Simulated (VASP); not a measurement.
# Sb (Fm-3m) in VASP: a series of runs

Runs on Sb. Level: PBE. Tasks: single point, relaxation of cell and atoms.

Program: VASP 6.6.1. These are calculated values, not measurements. Logs are shortened: lines on timing, memory, paths and dates and some standing lists are left out, and cuts for length are marked.

## Step 1: The cell of the first run

Symmetry: Fm-3m, No. 225, cubic system. The conventional cell has a = 4.030 Å, b = 4.030 Å, c = 4.030 Å, α = 90.00°, β = 90.00°, γ = 90.00°. Within 3.8 Å of Sb (site symmetry m-3m) lie 12 Sb at 2.85 Å.

## Step 2: Single point, PBE

File INCAR:

```
PREC     = Accurate       # precision mode
ENCUT    = 520            # plane-wave cutoff, eV
EDIFF    = 1E-6           # SCF threshold, eV
ISMEAR   = -1             # smearing method
SIGMA    = 0.08           # smearing width, eV
LREAL    = False          # projectors in reciprocal space
LASPH    = True           # aspherical terms in the spheres
NELM     = 80             # most SCF steps
ALGO     = Normal         # electronic algorithm
ISIF     = 2              # what is computed and relaxed
LWAVE    = False          # write WAVECAR
LCHARG   = False          # write CHGCAR
GGA      = PE             # functional
NBANDS   = 8              # bands
```

File KPOINTS:

```
Automatic mesh
0
Gamma
  16 16 16
```

File POSCAR:

```
Sb
1.0
    0.0000000000      2.0150894286      2.0150894286
    2.0150894286      0.0000000000      2.0150894286
    2.0150894286      2.0150894286      0.0000000000
Sb
1
Direct
    0.0000000000      0.0000000000      0.0000000000
```

Potentials or basis: VASP PAW PBE potentials, release 64 (Sb).

Run with:

```
$ cat potpaw_PBE.64/Sb/POTCAR > POTCAR
$ mpirun -np 1 vasp_std > vasp.out
```

OUTCAR:

```text
PREC = Accurate
   ENCUT = 520
   EDIFF = 1E-6
   ISMEAR = -1
   LREAL = False
   LASPH = True
   NELM = 80
   ISIF = 2
   GGA = PE

 ion  position               nearest neighbor table
   1  0.000  0.000  0.000-

  LATTYP: Found a face centered cubic cell.
 ALAT       =     4.0301788572

  Lattice vectors:

 A1 = (   0.0000000000,   2.0150894286,   2.0150894286)
 A2 = (   2.0150894286,   0.0000000000,   2.0150894286)
 A3 = (   2.0150894286,   2.0150894286,   0.0000000000)

Analysis of symmetry for initial positions (statically):
=====================================================================
 Subroutine PRICEL returns:
 Original cell was already a primitive cell.

 Routine SETGRP: Setting up the symmetry group for a
 face centered cubic supercell.

 Subroutine GETGRP returns: Found 48 space group operations
 (whereof 48 operations were pure point group operations)
 out of a pool of 48 trial point group operations.

The static configuration has the point symmetry O_h .

Analysis of symmetry for dynamics (positions and initial velocities):
=====================================================================
 Subroutine PRICEL returns:
 Original cell was already a primitive cell.

 Routine SETGRP: Setting up the symmetry group for a
 face centered cubic supercell.

 Subroutine GETGRP returns: Found 48 space group operations
 (whereof 48 operations were pure point group operations)
 out of a pool of 48 trial point group operations.

The dynamic configuration has the point symmetry O_h .

 Subroutine INISYM returns: Found 48 space group operations
 (whereof 48 operations are pure point group operations),
 and found     1 'primitive' translations

----------------------------------------------------------------------------------------

                                     Primitive cell

  volume of cell :      16.3649

  direct lattice vectors                    reciprocal lattice vectors
     0.000000000  2.015089429  2.015089429    -0.248127946  0.248127946  0.248127946
     2.015089429  0.000000000  2.015089429     0.248127946 -0.248127946  0.248127946
     2.015089429  2.015089429  0.000000000     0.248127946  0.248127946 -0.248127946

  length of vectors
     2.849766799  2.849766799  2.849766799     0.429770208  0.429770208  0.429770208

  position of ions in fractional coordinates (direct lattice)
     0.000000000  0.000000000  0.000000000

  ion indices of the primitive-cell ions
   primitive index   ion index
                 1           1

----------------------------------------------------------------------------------------

 KPOINTS: Automatic mesh

Automatic generation of k-mesh.
 Grid dimensions read from file:
 generate k-points for:   16   16   16

 Generating k-lattice:

  Cartesian coordinates                     Fractional coordinates (reciprocal lattice)
    -0.015507997  0.015507997  0.015507997     0.062500000  0.000000000  0.000000000
     0.015507997 -0.015507997  0.015507997     0.000000000  0.062500000  0.000000000
     0.015507997  0.015507997 -0.015507997     0.000000000  0.000000000  0.062500000

  Length of vectors
     0.026860638  0.026860638  0.026860638

  Shift w.r.t. Gamma in fractional coordinates (k-lattice)
     0.000000000  0.000000000  0.000000000

 Subroutine IBZKPT returns following result:
 ===========================================

 Found    145 irreducible k-points:

 Following reciprocal coordinates:
            Coordinates               Weight
  0.000000  0.000000  0.000000      1.000000
  0.062500  0.000000  0.000000      8.000000
  0.125000  0.000000  0.000000      8.000000
  0.187500  0.000000  0.000000      8.000000
  0.250000  0.000000  0.000000      8.000000
  0.312500  0.000000  0.000000      8.000000
[... 16 lines left out ...]
 -0.125000  0.062500  0.000000     24.000000
 -0.062500  0.062500  0.000000     12.000000
 [... further k-points ...]
   k-points           NKPTS =    145   k-points in BZ     NKDIM =    145   number of bands    NBANDS=      8
   number of dos      NEDOS =    301   number of ions     NIONS =      1
   total plane-waves  NPLWV =  13824
   dimension x,y,z NGX =    24 NGY =   24 NGZ =   24
   dimension x,y,z NGXF=    48 NGYF=   48 NGZF=   48
   ions per type =               1
   NGX,Y,Z   is equivalent  to a cutoff of  14.00, 14.00, 14.00 a.u.
   NGXF,Y,Z  is equivalent  to a cutoff of  28.00, 28.00, 28.00 a.u.
 SYSTEM =  unknown system
   PREC   = accura    normal or accurate (medium, high low for compatibility)
   ISTART =      0    job   : 0-new  1-cont  2-samecut
   ICHARG =      2    charge: 1-file 2-atom 10-const
   ISPIN  =      1    spin polarized calculation?
   LNONCOLLINEAR =      F non collinear calculations
   LSORBIT =      F    spin-orbit coupling
   LASPH  =      T    aspherical Exc in radial PAW
   ENCUT  =  520.0 eV  38.22 Ry    6.18 a.u.   5.30  5.30  5.30*2*pi/ulx,y,z
   NELM   =     80;   NELMIN=  2; NELMDL= -5     # of ELM steps
   EDIFF  = 0.1E-05   stopping-criterion for ELM
   LREAL  =      F    real-space projection
   EDIFFG = 0.1E-04   stopping-criterion for IOM
   NSW    =      0    number of steps for IOM
   IBRION =     -1    ionic relax: 0-MD 1-quasi-New 2-CG
   NFREE  =      0    steps in history (QN), initial steepest desc. (CG)
   ISIF   =      2    stress and relaxation
   ISYM   =      2    0-nonsym 1-usesym 2-fastsym
   POTIM  = 0.5000    time-step for ionic-motion
   TEBEG  =    0.0;   TEEND  =   0.0 temperature during run
   PSTRESS=    0.0 pullay stress
   NELECT =       5.0000    total number of electrons
   NUPDOWN=      -1.0000    fix difference up-down
   EMIN   =  10.00;   EMAX   =-10.00  energy-range for DOS
   EFERMI =   0.00;   METHOD = LEGACY
   ISMEAR =    -1;   SIGMA  =   0.08  broadening in eV -4-tet -1-fermi 0-gaus
   EFERMI_NEDOS =   21; number of points for ismear=-14 and -15
   IALGO  =     38    algorithm
   IMIX   =      4    mixing-type and parameters
     AMIX     =   0.40;   BMIX     =  1.00
     AMIX_MAG =   1.60;   BMIX_MAG =  1.00
  volume/ion in A,a.u.               =      16.36       110.44
  Fermi-wavevector in a.u.,A,eV,Ry     =   1.102623  2.083656 16.541667  1.215778
  Thomas-Fermi vector in A             =   2.239069
   LORBIT       =      0    0 simple, 1 ext, 2 COOP (PROOUT), +10 PAW based schemes
   GGA     = PE    functional components
   LHFCALC =     F    Hartree Fock is set to
   AEXX    =    0.0000 exact exchange contribution
   IVDW    =     0    specifies the selected vdW correction
   LEPSILON=     F    determine dielectric tensor
   LRPA    =     F    only Hartree local field effects (RPA)
 non-spin polarized calculation
  energy-cutoff  :      520.00
  volume of cell :       16.36
 maximum number of plane-waves:       459
 NGX is ok and might be reduce to    24
   NGX = 11   NGY = 11   NGZ = 11

 number of electron       5.0000000 magnetization

 Free energy of the ion-electron system (eV)
  ---------------------------------------------------
  ext. energy  EPLUGINS =         0.00000000
  ---------------------------------------------------
  free energy    TOTEN  =        -1.67270753 eV

  energy without entropy =       -1.66000758  energy(sigma->0) =       -1.66635755

 E-fermi :  16.8183     XC(G=0): -12.5592

 val. band max:       16.8073033225   @ k =   0.4375   0.2500   0.1250
 cond. band min:      16.8537961038   @ k =   0.4375   0.3750   0.0625
 fundamental gap:      0.0464927813
 Fermi energy:        16.8182689727

 k-point     1 :       0.0000    0.0000    0.0000
  band No.  band energies     occupation
      1      -1.3301      2.00000
      2      26.2700      0.00000
      3      26.3481      0.00000
      4      26.3481      0.00000
      5      26.3481      0.00000
      6      28.5464      0.00000
      7      28.5464      0.00000
      8      28.5464      0.00000

 k-point     2 :       0.0625    0.0000    0.0000
  band No.  band energies     occupation
      1      -1.2116      2.00000
      2      24.4724      0.00000
      3      26.0249      0.00000
      4      26.0249      0.00000
      5      26.2873      0.00000
      6      28.9903      0.00000
      7      28.9903      0.00000
      8      30.0052      0.00000

 k-point     3 :       0.1250    0.0000    0.0000
  band No.  band energies     occupation
      1      -0.8552      2.00000
      2      21.6826      0.00000
      3      25.4148      0.00000
      4      25.4148      0.00000
      5      26.2733      0.00000
      6      29.9536      0.00000
      7      29.9536      0.00000
      8      31.5251      0.00000

 k-point     4 :       0.1875    0.0000    0.0000
  band No.  band energies     occupation
      1      -0.2593      2.00000
      2      18.8084      0.00000
      3      24.8048      0.00000
      4      24.8048      0.00000
      5      26.2323      0.00000
      6      30.3476      0.00000
      7      30.3476      0.00000
      8      31.1637      0.00000

 k-point     5 :       0.2500    0.0000    0.0000
  band No.  band energies     occupation
      1       0.5785      2.00000
      2      15.9957      1.99993
      3      24.2673      0.00000
      4      24.2673      0.00000
      5      26.1491      0.00000
      6      29.2923      0.00000
      7      29.2923      0.00000
      8      30.4927      0.00000
[... 177 lines left out ...]
 k-point    22 :      -0.1875    0.0625    0.0000
  band No.  band energies     occupation
      1       0.0990      2.00000
      2      17.9490      0.00000
      3      22.3708      0.00000
      4      25.9540      0.00000
      5      26.9230      0.00000
      6      28.9952      0.00000
      7      29.4377      0.00000
      8      30.5868      0.00000

 k-point    23 :      -0.1250    0.0625    0.0000
  band No.  band energies     occupation
      1      -0.5775      2.00000
      2      20.8065      0.00000
      3      22.9346      0.00000
      4      26.5300      0.00000
      5      26.9070      0.00000
      6      29.2787      0.00000
      7      30.2162      0.00000
      8      30.2194      0.00000

 k-point    24 :      -0.0625    0.0625    0.0000
  band No.  band energies     occupation
      1      -1.0137      2.00000
      2      23.5831      0.00000
      3      23.7042      0.00000
      4      26.6524      0.00000
      5      26.6606      0.00000
      6      28.6783      0.00000
      7      29.9555      0.00000
      8      31.3312      0.00000

 [... further k-points ...]
[... 5 lines left out ...]
  --------------------------------------------------------------------------------------
  -------------------------------------------------------------------------------------
  Total       10.3758480     10.3758480     10.3758480      0.0000000     -0.0000000      0.0000000
  in kB     1015.8304187   1015.8304187   1015.8304187      0.0000000     -0.0000000      0.0000000
  external PRESSURE =    1015.8304187 kB  Pullay stress =       0.0000000 kB

 VOLUME and BASIS-vectors are now :
 -----------------------------------------------------------------------------
  energy-cutoff  :      520.00
  volume of cell :       16.36
      direct lattice vectors                 reciprocal lattice vectors
     0.000000000  2.015089429  2.015089429    -0.248127946  0.248127946  0.248127946
     2.015089429  0.000000000  2.015089429     0.248127946 -0.248127946  0.248127946
     2.015089429  2.015089429  0.000000000     0.248127946  0.248127946 -0.248127946

 POSITION                                       TOTAL-FORCE (eV/Angst)
 -----------------------------------------------------------------------------------
      0.00000      0.00000      0.00000        -0.000000     -0.000000      0.000000
 -----------------------------------------------------------------------------------
    total drift:                               -0.000000      0.000000      0.000000

  FREE ENERGIE OF THE ION-ELECTRON SYSTEM (eV)
  ---------------------------------------------------
  free  energy   TOTEN  =        -1.6727075324 eV

  energy  without entropy=       -1.6600075763  energy(sigma->0) =       -1.66635755
```

It took 8.3 s on 1 thread of Intel Xeon Platinum 8488C (Sapphire Rapids), shared host; peak memory 0.15 GiB.

What came out:

| Quantity | Value |
| --- | --- |
| Free energy | -1.6727 eV |
| Pressure | 101.6 GPa |

Levels at points of the mesh, in eV from the Fermi level:
| k point | band 1 | band 2 | band 3 | band 4 | band 5 |
| --- | --- | --- | --- | --- | --- |
| (0.00, 0.00, 0.00) | -18.15 | 9.45 | 9.53 | 9.53 | 9.53 |
| (0.50, 0.00, 0.00) | -10.90 | -9.88 | 6.39 | 6.39 | 8.90 |
| (0.50, 0.50, 0.00) | -8.35 | -7.54 | 0.24 | 0.24 | 4.48 |

Caveat: spin-orbit coupling is left out, which moves the levels of the heavy elements.

## Step 3: Single point, PBE

File INCAR:

```
SYSTEM = Sb
PREC = Accurate
ENCUT = 520
EDIFF = 1E-6
ISMEAR = -1
SIGMA = 0.08
LREAL = .FALSE.
LASPH = .TRUE.
NELM = 80
ALGO = Normal
ISIF = 2
LWAVE = .FALSE.
LCHARG = .TRUE.
GGA = PE
LELF = .TRUE.
LVHAR = .TRUE.
NBANDS = 8
```

File KPOINTS:

```
regular mesh
0
G
  16 16 16
  0 0 0
```

File POSCAR:

```
Sb
1.0
    0.0000000000      2.0150083977      2.0150083977
    2.0150083977      0.0000000000      2.0150083977
    2.0150083977      2.0150083977      0.0000000000
Sb
1
Direct
    0.0000000000      0.0000000000      0.0000000000
```

Potentials or basis: VASP PAW PBE potentials, release 64 (Sb).

Run with:

```
$ cat potpaw_PBE.64/Sb/POTCAR > POTCAR
$ mpirun -np 1 vasp_std > vasp.out
```

Run time: 9.7 s. Hardware: 1 thread of Intel Xeon Platinum 8488C (Sapphire Rapids), shared host; peak memory 0.15 GiB.

The run converged. Its results:

| Quantity | Value |
| --- | --- |
| Free energy | -1.6715 eV |
| Pressure | 101.6 GPa |

Levels at points of the mesh, in eV from the Fermi level:
```
           k point  band 1  band 2  band 3  band 4  band 5  band 6
(0.00, 0.00, 0.00)  -18.15    9.45    9.53    9.53    9.53   11.73
(0.50, 0.00, 0.00)  -10.90   -9.89    6.39    6.39    8.89   10.47
(0.50, 0.50, 0.00)   -8.35   -7.54    0.24    0.24    4.48    5.26
```

Caveat: spin-orbit coupling is left out, which moves the levels of the heavy elements.

(Continued in part 2 of 2.)
